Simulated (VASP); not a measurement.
Here is a VASP 6.6.1 calculation.

INCAR

```
PREC = Accurate
ENCUT = 600
EDIFF = 1E-6
ISMEAR = 0
SIGMA = 0.01
LREAL = F
LASPH = T
NELM = 100
ALGO = Fast
ISIF = 3
LWAVE = F
LCHARG = F
GGA = PE
IBRION = 2
NSW = 80
EDIFFG = -0.001
```

File KPOINTS:

```
regular mesh
0
Gamma
  6 6 6
```

POSCAR

```
Al2O3
1.0
    2.4043547030      1.3881548350      4.3744984162
   -2.4043547030      1.3881548350      4.3744984162
    0.0000000000     -2.7763096700      4.3744984161
Al O
4 6
Direct
    0.3521453522      0.3521453522      0.3521453522
    0.1478546478      0.1478546478      0.1478546478
    0.6478546478      0.6478546478      0.6478546478
    0.8521453522      0.8521453522      0.8521453522
    0.5561715154      0.9438284846      0.2500000000
    0.2500000000      0.5561715154      0.9438284846
    0.9438284846      0.2500000000      0.5561715154
    0.4438284846      0.0561715154      0.7500000000
    0.7500000000      0.4438284846      0.0561715154
    0.0561715154      0.7500000000      0.4438284846
```

Potentials or basis: VASP PAW PBE potentials, release 64 (Al, O).

Launch:

```bash
$ cat potpaw_PBE.64/Al/POTCAR potpaw_PBE.64/O/POTCAR > POTCAR
$ mpirun -np 1 vasp_std > vasp.out
```

Problem. Estimate the space group after relaxing (to 0.1 Å).

Solution. R-3c (No. 167).

Problem. Estimate the band gap on the k mesh.

Solution. 5.87 eV.

Problem. Estimate the relaxed cell.

Solution. a = 5.177 Å, b = 5.177 Å, c = 5.177 Å, α = 55.31°, β = 55.31°, γ = 55.31°.

Problem. What does it give for the relaxed volume?

Solution. 8.74 Å³/atom.

Step by step:
```
step  energy change (eV)  largest force (eV/Å)  pressure (GPa)  volume (Å³)
   1              0.0000                0.0034           -0.49        87.60
   2             -0.0001                0.0036            0.41        87.26
   3             -0.0003                0.0014            0.02        87.42
   4             -0.0003                0.0015           -0.01        87.43
   5             -0.0003                0.0011           -0.02        87.43
   6             -0.0003                0.0035           -0.02        87.43
   7             -0.0003                0.0012           -0.02        87.43
   8             -0.0003                0.0010           -0.02        87.43
   9             -0.0003                0.0011           -0.02        87.43
  10             -0.0003                0.0006            0.02        87.41
  11             -0.0003                0.0006            0.00        87.42
```
